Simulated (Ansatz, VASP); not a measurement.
# La2SbAs3 in VASP and in Ansatz

```
CELL_PARAMETERS angstrom
3.06741 1.77097 4.89885
-3.06741 1.77097 4.89885
0.00000 -3.54194 4.89885
ATOMIC_POSITIONS crystal
La 0.62344 0.62344 0.62344
La 0.37656 0.37656 0.37656
Sb 0.00000 0.00000 0.00000
As 0.00000 0.50000 0.00000
As 0.50000 0.00000 0.00000
As 0.00000 0.00000 0.50000
```

Change from the starting cell: species swapped into the Hf2Al3Ag type (R-3m, No. 166).

Alike in both runs: task single point; functional PBE; k mesh 3 × 3 × 3; occupations gaussian, width 0.1 eV; no spin polarisation.

|  | VASP | Ansatz |
| --- | --- | --- |
| version | VASP 6.6.1 | Ansatz 0.2.0 |
| potentials or method | VASP PAW PBE potentials, release 64 (La, Sb, As), cutoff 520 eV | scalar-relativistic, plane waves, PAW |
| valence electrons in the cell | 42 | 82 |

```tsv
	VASP	Ansatz	Ansatz less VASP
gap on the k mesh at the Fermi level (eV)	none	none	-
pressure (GPa)	-3.3	-3.2	+0.01
traceless stress, the component that is largest in VASP (GPa)	-0.09	-0.08	+0.002
rms of the force components (eV/Å)	0.011	0.011	-0.0002
```

Atom by atom the forces differ by 0.000 eV/Å (rms over components). A gap of «none» marks a metal or a gap that the smearing closes. VASP's potentials hold 42 valence electrons a cell and Ansatz's 82, so a difference there can come from the potentials and not from the codes.

The k mesh is coarse, so the values compare programs but aren't converged. Neither program's run includes spin-orbit coupling.
